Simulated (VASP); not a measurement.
Cs2AgIrF6, 10 atoms in the cell. The structure is cubic, space group Fm-3m (No. 225). The conventional cell has a = 9.072 Å, b = 9.072 Å, c = 9.072 Å, α = 90.00°, β = 90.00°, γ = 90.00°. Cs (site symmetry -43m) has 12 F at 3.21 Å and 4 Ag at 3.93 Å and 4 Ir at 3.93 Å within 4.2 Å. Ag (site symmetry m-3m) has 6 F at 2.48 Å within 3.3 Å. Ir (site symmetry m-3m) has 6 F at 2.06 Å within 2.7 Å. F (site symmetry 4mm) has 1 Ir at 2.06 Å and 1 Ag at 2.48 Å within 2.7 Å. 

| Quantity | Value |
| --- | --- |
| Program | VASP 6.6.1 |
| Task | single point |
| Functional | LDA |
| Potentials or basis | VASP PAW LDA potentials, release 64 (Cs_sv, Ag, Ir, F) |
| Cutoff | 700 eV |
| k mesh | 4 × 4 × 4, shifted |
| Occupations | methfessel-paxton, width 0.15 eV |
| Spin | no spin polarisation |
| Dipole correction | no |
| Further INCAR settings | ALGO = Normal; EDIFF = 1e-06; NBANDS = 51; ISYM = -1 |

Potentials or basis: VASP PAW LDA potentials, release 64 (Cs_sv, Ag, Ir, F).

Launch:

```bash
$ cat potpaw_LDA.64/Cs_sv/POTCAR potpaw_LDA.64/Ag/POTCAR potpaw_LDA.64/Ir/POTCAR potpaw_LDA.64/F/POTCAR > POTCAR
$ mpirun -np 4 vasp_std > vasp.out
```

Hardware: 4 MPI ranks on Intel(R) Xeon(R) Platinum 8259CL CPU @ 2.50GHz (Skylake/Cascade Lake), with other jobs on the host.

Q: How long does it take, and how much memory?

A: It took 3.5 min on 4 MPI ranks on Intel(R) Xeon(R) Platinum 8259CL CPU @ 2.50GHz (Skylake/Cascade Lake), with other jobs on the host, peak memory 0.35 GiB a rank. Counts: scf iterations 14, k points 32.
